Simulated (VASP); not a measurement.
Write the native input for VASP 6.6.1 that does the following.

```yaml
Task: single point
Functional: PBE
Potentials_or_basis: VASP PAW PBE potentials, release 64 (Ta_pv, S, F)
Cutoff: 520 eV
k_mesh: 4 × 4 × 4
Occupations: gaussian, width 0.1 eV
Spin: collinear spin, ferromagnetic start
Starting_moments: "[1.0, 1.0, 0.0, 0.0, 0.0, 0.0] μB"
Dipole_correction: no
Further_INCAR_settings: ALGO = Normal; EDIFF = 1e-07; NBANDS = 37
```

The structure of TaSF lies in POSCAR:

```
TaSF
1.0
    3.8733923666      0.0000000000      0.0000000000
    0.0000000000      4.1276167696      0.0000000000
    0.0000000000      0.0000000000      6.3926880776
Ta S F
2 2 2
Direct
    0.5000000000      0.0000000000      0.7168374182
    0.5000000000      0.0000000000      0.2831625818
    0.0000000000      0.0000000000      0.0000000000
    0.0000000000      0.0000000000      0.5000000000
    0.5000000000      0.5000000000      0.7534088972
    0.5000000000      0.5000000000      0.2465911028
```

One way to write it, as run:

INCAR

```
SYSTEM = TaSF
ALGO = Normal
EDIFF = 1E-7
ENCUT = 520
GGA = PE
ISIF = 2
ISMEAR = 0
ISPIN = 2
LASPH = .TRUE.
LCHARG = .FALSE.
LMAXMIX = 4
LORBIT = 11
LREAL = .FALSE.
LWAVE = .FALSE.
MAGMOM = 1 1 0 0 0 0
NBANDS = 37
NELM = 150
PREC = Accurate
SIGMA = 0.1
```

KPOINTS

```
k-points
0
G
  4 4 4
  0 0 0
```

Potentials or basis: VASP PAW PBE potentials, release 64 (Ta_pv, S, F).

Launch:

```sh
$ cat potpaw_PBE.64/Ta_pv/POTCAR potpaw_PBE.64/S/POTCAR potpaw_PBE.64/F/POTCAR > POTCAR
$ mpirun -np 1 vasp_std > vasp.out
```

It gave:

```yaml
Pressure: 0.1 GPa
Largest_force: 0.087 eV/Å
Band_gap_on_the_k_mesh: zero (filled and empty bands overlap)
Net_moment: 0.00 μB per cell
Valence_electrons_inside_the_program's_atomic_spheres: Ta 8.78; S 3.75, 3.80; F 6.11
```

Caveat: the k points lie up to 0.41 Å⁻¹ apart; spin-orbit coupling is left out, which moves the levels of the heavy elements.

Wall time 2.8 min on 1 thread of Intel(R) Xeon(R) Platinum 8488C (Sapphire Rapids), with other jobs on the host, peak memory 0.34 GiB.
